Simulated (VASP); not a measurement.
# Si (Cmcm) in VASP: notebook

The runs below take Si through single point, with r2SCAN.

Program: VASP 6.6.1. These are calculated values, not measurements. Logs are shortened: lines on timing, memory, paths and dates and some standing lists are left out, and cuts for length are marked.

## Step 1: The cell of the first run

It takes space group Cmcm (No. 63, orthorhombic). The conventional cell has a = 3.831 Å, b = 7.507 Å, c = 6.333 Å, α = 90.00°, β = 90.00°, γ = 90.00°. Within 3.1 Å of Si (site symmetry m) lie 4 Si at 2.37 to 2.63 Å.

## Step 2: Single point, r2SCAN (strain +0.1312 x Voigt [0, 1, 0, 0, 0, 0])

Input file POSCAR:

```
Si
1.0
    3.8313174605      0.0000000000      0.0000000000
   -1.9156587303      3.7533422453      0.0000000000
    0.0000000000      0.0000000000      6.3326220002
Si
4
Direct
    0.3333333333      0.6666666667      0.0630095000
    0.6666666667      0.3333333333      0.5630095000
    0.3333333333      0.6666666667      0.4369905000
    0.6666666667      0.3333333333      0.9369905000
```

Input file INCAR.step1:

```
PREC     = Accurate       # precision mode
ENCUT    = 520            # plane-wave cutoff, eV
ISMEAR   = 0              # smearing method
SIGMA    = 0.05           # smearing width, eV
LREAL    = F              # projectors in reciprocal space
LASPH    = T              # aspherical terms in the spheres
NELM     = 100            # most SCF steps
NBANDS   = 16             # bands
GGA      = PE             # functional
ALGO     = Normal         # electronic algorithm
EDIFF    = 1E-4           # SCF threshold, eV
LWAVE    = T              # write WAVECAR
LCHARG   = F              # write CHGCAR
```

Input file INCAR.step2:

```
PREC     = Accurate       # precision mode
ENCUT    = 520            # plane-wave cutoff, eV
EDIFF    = 1E-6           # SCF threshold, eV
ISMEAR   = 0              # smearing method
SIGMA    = 0.05           # smearing width, eV
LREAL    = F              # projectors in reciprocal space
LASPH    = T              # aspherical terms in the spheres
NELM     = 100            # most SCF steps
ALGO     = Normal         # electronic algorithm
ISIF     = 2              # what is computed and relaxed
LWAVE    = F              # write WAVECAR
LCHARG   = F              # write CHGCAR
METAGGA  = R2SCAN         # meta-GGA
LMIXTAU  = T            
NBANDS   = 16             # bands
ISTART   = 1
```

Input file KPOINTS:

```
regular mesh
0
Gamma
  12 12 6
```

Potentials or basis: VASP PAW PBE potentials, release 64 (Si).

Command:

```
cat potpaw_PBE.64/Si/POTCAR > POTCAR
cp INCAR.step1 INCAR
mpirun -np 1 vasp_std > vasp.out
cp INCAR.step2 INCAR
mpirun -np 1 vasp_std > vasp.out
```

OUTCAR:

```text
PREC = Accurate
   ENCUT = 520
   EDIFF = 1E-6
   ISMEAR = 0
   LREAL = F
   LASPH = T
   NELM = 100
   ISIF = 2
   METAGGA = R2SCAN
   ISTART = 1

 ion  position               nearest neighbor table
   1  0.333  0.667  0.063-   3 2.37   4 2.42   4 2.42   4 2.63
   2  0.667  0.333  0.563-   4 2.37   3 2.42   3 2.42   3 2.63
   3  0.333  0.667  0.437-   1 2.37   2 2.42   2 2.42   2 2.63
   4  0.667  0.333  0.937-   2 2.37   1 2.42   1 2.42   1 2.63

  LATTYP: Found a base centered orthorhombic cell.
 ALAT       =     3.8313174605
 B/A-ratio  =     1.9592958735
 C/A-ratio  =     1.6528575524

  Lattice vectors:

 A1 = (   1.9156587303,  -3.7533422453,   0.0000000000)
 A2 = (   1.9156587302,   3.7533422453,   0.0000000000)
 A3 = (   0.0000000000,   0.0000000000,   6.3326220002)

Analysis of symmetry for initial positions (statically):
=====================================================================
 Subroutine PRICEL returns:
 Original cell was already a primitive cell.

 Routine SETGRP: Setting up the symmetry group for a
 base centered orthorhombic supercell.

 Subroutine GETGRP returns: Found  8 space group operations
 (whereof  4 operations were pure point group operations)
 out of a pool of  8 trial point group operations.

The static configuration has the point symmetry C_2h.
 The point group associated with its full space group is D_2h.

Analysis of symmetry for dynamics (positions and initial velocities):
=====================================================================
 Subroutine PRICEL returns:
 Original cell was already a primitive cell.

 Routine SETGRP: Setting up the symmetry group for a
 base centered orthorhombic supercell.

 Subroutine GETGRP returns: Found  8 space group operations
 (whereof  4 operations were pure point group operations)
 out of a pool of  8 trial point group operations.

The dynamic configuration has the point symmetry C_2h.
 The point group associated with its full space group is D_2h.

 Subroutine INISYM returns: Found  8 space group operations
 (whereof  4 operations are pure point group operations),
 and found     1 'primitive' translations

----------------------------------------------------------------------------------------

                                     Primitive cell

  volume of cell :      91.0647

  direct lattice vectors                    reciprocal lattice vectors
     3.831317461  0.000000000  0.000000000     0.261006823  0.133214604  0.000000000
    -1.915658730  3.753342245  0.000000000     0.000000000  0.266429208  0.000000000
     0.000000000  0.000000000  6.332622000     0.000000000  0.000000000  0.157912473

  length of vectors
     3.831317461  4.213944278  6.332622000     0.293037016  0.266429208  0.157912473

  position of ions in fractional coordinates (direct lattice)
     0.333333333  0.666666667  0.063009500
     0.666666667  0.333333333  0.563009500
     0.333333333  0.666666667  0.436990500
     0.666666667  0.333333333  0.936990500

  ion indices of the primitive-cell ions
   primitive index   ion index
                 1           1
                 2           2
                 3           3
                 4           4

----------------------------------------------------------------------------------------

 KPOINTS: regular mesh

Automatic generation of k-mesh.
 Grid dimensions read from file:
 generate k-points for:   12   12    6

 Generating k-lattice:

  Cartesian coordinates                     Fractional coordinates (reciprocal lattice)
     0.021750569  0.011101217  0.000000000     0.083333333 -0.000000000  0.000000000
     0.000000000  0.022202434  0.000000000     0.000000000  0.083333333  0.000000000
     0.000000000  0.000000000  0.026318745     0.000000000  0.000000000  0.166666667

  Length of vectors
     0.024419751  0.022202434  0.026318745

  Shift w.r.t. Gamma in fractional coordinates (k-lattice)
     0.000000000  0.000000000  0.000000000

 Subroutine IBZKPT returns following result:
 ===========================================

 Found    172 irreducible k-points:

 Following reciprocal coordinates:
            Coordinates               Weight
  0.000000  0.000000  0.000000      1.000000
  0.083333  0.000000  0.000000      4.000000
  0.166667  0.000000  0.000000      4.000000
  0.250000  0.000000  0.000000      4.000000
  0.333333  0.000000  0.000000      4.000000
  0.416667  0.000000  0.000000      4.000000
[... 16 lines left out ...]
  0.333333  0.166667  0.000000      4.000000
  0.416667  0.166667  0.000000      4.000000
 [... further k-points ...]
   k-points           NKPTS =    172   k-points in BZ     NKDIM =    172   number of bands    NBANDS=     16
   number of dos      NEDOS =    301   number of ions     NIONS =      4
   total plane-waves  NPLWV =  43008
   dimension x,y,z NGX =    28 NGY =   32 NGZ =   48
   dimension x,y,z NGXF=    56 NGYF=   64 NGZF=   96
   ions per type =               4
   NGX,Y,Z   is equivalent  to a cutoff of  12.15, 12.62, 12.60 a.u.
   NGXF,Y,Z  is equivalent  to a cutoff of  24.30, 25.25, 25.20 a.u.
 SYSTEM =  unknown system
   PREC   = accura    normal or accurate (medium, high low for compatibility)
   ISTART =      1    job   : 0-new  1-cont  2-samecut
   ICHARG =      0    charge: 1-file 2-atom 10-const
   ISPIN  =      1    spin polarized calculation?
   LNONCOLLINEAR =      F non collinear calculations
   LSORBIT =      F    spin-orbit coupling
   LASPH  =      T    aspherical Exc in radial PAW
   ENCUT  =  520.0 eV  38.22 Ry    6.18 a.u.   7.12  7.84 11.77*2*pi/ulx,y,z
   NELM   =    100;   NELMIN=  2; NELMDL=  0     # of ELM steps
   EDIFF  = 0.1E-05   stopping-criterion for ELM
   LREAL  =      F    real-space projection
   EDIFFG = 0.1E-04   stopping-criterion for IOM
   NSW    =      0    number of steps for IOM
   IBRION =     -1    ionic relax: 0-MD 1-quasi-New 2-CG
   NFREE  =      0    steps in history (QN), initial steepest desc. (CG)
   ISIF   =      2    stress and relaxation
   ISYM   =      2    0-nonsym 1-usesym 2-fastsym
   POTIM  = 0.5000    time-step for ionic-motion
   TEBEG  =    0.0;   TEEND  =   0.0 temperature during run
   PSTRESS=    0.0 pullay stress
   NELECT =      16.0000    total number of electrons
   NUPDOWN=      -1.0000    fix difference up-down
   EMIN   =  10.00;   EMAX   =-10.00  energy-range for DOS
   EFERMI =   0.00;   METHOD = LEGACY
   ISMEAR =     0;   SIGMA  =   0.05  broadening in eV -4-tet -1-fermi 0-gaus
   EFERMI_NEDOS =   21; number of points for ismear=-14 and -15
   IALGO  =     38    algorithm
   IMIX   =      4    mixing-type and parameters
     AMIX     =   0.40;   BMIX     =  1.00
     AMIX_MAG =   1.60;   BMIX_MAG =  1.00
  volume/ion in A,a.u.               =      22.77       153.63
  Fermi-wavevector in a.u.,A,eV,Ry     =   0.916920  1.732728 11.438998  0.840743
  Thomas-Fermi vector in A             =   2.041830
   LORBIT       =      0    0 simple, 1 ext, 2 COOP (PROOUT), +10 PAW based schemes
   METAGGA = R2SCAN    functional components
   LHFCALC =     F    Hartree Fock is set to
   AEXX    =    0.0000 exact exchange contribution
   IVDW    =     0    specifies the selected vdW correction
   LEPSILON=     F    determine dielectric tensor
   LRPA    =     F    only Hartree local field effects (RPA)
 non-spin polarized calculation
 Gauss-broadening in eV      SIGMA  =   0.05
  energy-cutoff  :      520.00
  volume of cell :       91.06
 maximum number of plane-waves:      2478
   NGX = 15   NGY = 15   NGZ = 23

 number of electron      16.0000000 magnetization

 Free energy of the ion-electron system (eV)
  ---------------------------------------------------
  ext. energy  EPLUGINS =         0.00000000
  ---------------------------------------------------
  free energy    TOTEN  =       -34.30741144 eV

  energy without entropy =      -34.30736769  energy(sigma->0) =      -34.30738956

 E-fermi :   4.8916     XC(G=0):  -9.3443

 val. band max:        4.8375061752   @ k =   0.0000   0.0000   0.1667
 cond. band min:       4.9547437029   @ k =   0.0000   0.0833   0.0000
 fundamental gap:      0.1172375276
 Fermi energy:         4.8915834536

 k-point     1 :       0.0000    0.0000    0.0000
  band No.  band energies     occupation
      1      -7.2075      2.00000
      2      -4.6839      2.00000
      3      -2.3861      2.00000
      4       2.7158      2.00000
      5       3.3261      2.00000
      6       4.4082      2.00000
[... 8 lines left out ...]
     15       9.7874      0.00000
     16      10.2804      0.00000

 k-point     2 :       0.0833    0.0000    0.0000
  band No.  band energies     occupation
      1      -7.1292      2.00000
      2      -4.6023      2.00000
      3      -2.3639      2.00000
      4       2.4045      2.00000
      5       2.8408      2.00000
      6       4.1643      2.00000
[... 8 lines left out ...]
     15       9.7179      0.00000
     16      10.2327      0.00000

 k-point     3 :       0.1667    0.0000    0.0000
  band No.  band energies     occupation
      1      -6.8963      2.00000
      2      -4.3587      2.00000
      3      -2.3303      2.00000
      4       1.5072      2.00000
      5       2.3480      2.00000
      6       3.0226      2.00000
[... 8 lines left out ...]
     15      10.0208      0.00000
     16      10.3900      0.00000

 k-point     4 :       0.2500    0.0000    0.0000
  band No.  band energies     occupation
      1      -6.5159      2.00000
      2      -3.9582      2.00000
      3      -2.4074      2.00000
      4       0.6663      2.00000
      5       1.7671      2.00000
      6       1.9601      2.00000
[... 8 lines left out ...]
     15      10.4249      0.00000
     16      11.1073      0.00000
[... 324 lines left out ...]
 k-point    22 :       0.2500    0.1667    0.0000
  band No.  band energies     occupation
      1      -5.9630      2.00000
      2      -3.3740      2.00000
      3      -2.9173      2.00000
      4       0.4736      2.00000
      5       0.4811      2.00000
      6       0.8939      2.00000
[... 8 lines left out ...]
     15      11.5016      0.00000
     16      12.0177      0.00000

 k-point    23 :       0.3333    0.1667    0.0000
  band No.  band energies     occupation
      1      -5.3897      2.00000
      2      -3.4384      2.00000
      3      -2.7499      2.00000
      4      -0.4070      2.00000
      5       0.2908      2.00000
      6       0.8930      2.00000
[... 8 lines left out ...]
     15      11.8927      0.00000
     16      11.9726      0.00000

 k-point    24 :       0.4167    0.1667    0.0000
  band No.  band energies     occupation
      1      -4.8773      2.00000
      2      -3.9419      2.00000
      3      -2.1535      2.00000
      4      -1.1352      2.00000
      5       0.2329      2.00000
      6       1.0447      2.00000
[... 8 lines left out ...]
     15      11.3828      0.00000
     16      11.7276      0.00000

 [... further k-points ...]

------------------------ aborting loop because EDIFF is reached ----------------------------------------

  FORCE on cell =-STRESS in cart. coord.  units (eV):
  Direction    XX          YY          ZZ          XY          YZ          ZX
  --------------------------------------------------------------------------------------
  -------------------------------------------------------------------------------------
  Total       -2.1429859    -10.8225938     -0.7888482      0.0000000      0.0000000      0.0000000
  in kB      -37.7033570   -190.4110150    -13.8788717      0.0000000      0.0000000      0.0000000
  external PRESSURE =     -80.6644146 kB  Pullay stress =       0.0000000 kB

 VOLUME and BASIS-vectors are now :
 -----------------------------------------------------------------------------
  energy-cutoff  :      520.00
  volume of cell :       91.06
      direct lattice vectors                 reciprocal lattice vectors
     3.831317461  0.000000000  0.000000000     0.261006823  0.133214604  0.000000000
    -1.915658730  3.753342245  0.000000000     0.000000000  0.266429208  0.000000000
     0.000000000  0.000000000  6.332622000     0.000000000  0.000000000  0.157912473

 POSITION                                       TOTAL-FORCE (eV/Angst)
 -----------------------------------------------------------------------------------
     -0.00000      2.50223      0.39902        -0.000000      0.221869     -0.424829
      1.91566      1.25111      3.56533         0.000000     -0.221869     -0.424829
     -0.00000      2.50223      2.76730        -0.000000      0.221869      0.424829
      1.91566      1.25111      5.93361         0.000000     -0.221869      0.424829
 -----------------------------------------------------------------------------------
    total drift:                               -0.000000      0.000000     -0.000000

  FREE ENERGIE OF THE ION-ELECTRON SYSTEM (eV)
  ---------------------------------------------------
  free  energy   TOTEN  =       -34.3074114386 eV

  energy  without entropy=      -34.3073676879  energy(sigma->0) =      -34.30738956
```

Wall time 4.7 min (1 thread of Intel Xeon 6975P-C (Granite Rapids), shared host); peak memory 0.32 GiB.

What came out:

* Free energy: -34.3074 eV
* Pressure: -8.1 GPa
* Largest force: 0.479 eV/Å
* Band gap on the k mesh: zero (bands 8 and 9 overlap by 0.12 eV)

Forces in eV/Å, atoms in the order of the input:
```
Si   0.000  0.222 -0.425
Si   0.000 -0.222 -0.425
Si   0.000  0.222  0.425
Si   0.000 -0.222  0.425
```

Levels at points of the mesh, in eV from the Fermi level:
| k point | band 6 | band 7 | band 8 | band 9 | band 10 | band 11 |
| --- | --- | --- | --- | --- | --- | --- |
| (0.00, 0.00, 0.00) | -0.48 | -0.32 | -0.31 | 0.14 | 1.63 | 1.82 |
| (0.50, 0.00, 0.00) | -3.58 | -2.86 | -1.61 | 0.07 | 1.89 | 2.70 |
| (0.00, 0.50, 0.00) | -2.92 | -2.53 | -0.75 | 1.22 | 3.35 | 3.44 |
| (0.00, 0.00, 0.50) | -1.45 | -0.92 | -0.92 | 0.69 | 0.69 | 2.85 |
| (0.50, 0.00, 0.50) | -2.81 | -2.23 | -2.23 | 0.61 | 0.61 | 2.23 |
| (0.00, 0.50, 0.50) | -2.44 | -1.85 | -1.85 | 1.61 | 1.61 | 2.26 |

Caveat: the cell differs from its parent crystal (strain +0.1312 x Voigt [0, 1, 0, 0, 0, 0]); the cell stands under tension; semilocal functionals underestimate gaps, so a narrow gap can read as zero; the PAW data sets were made with another functional, which shifts forces and pressure a little.

(Continued in part 2 of 2.)
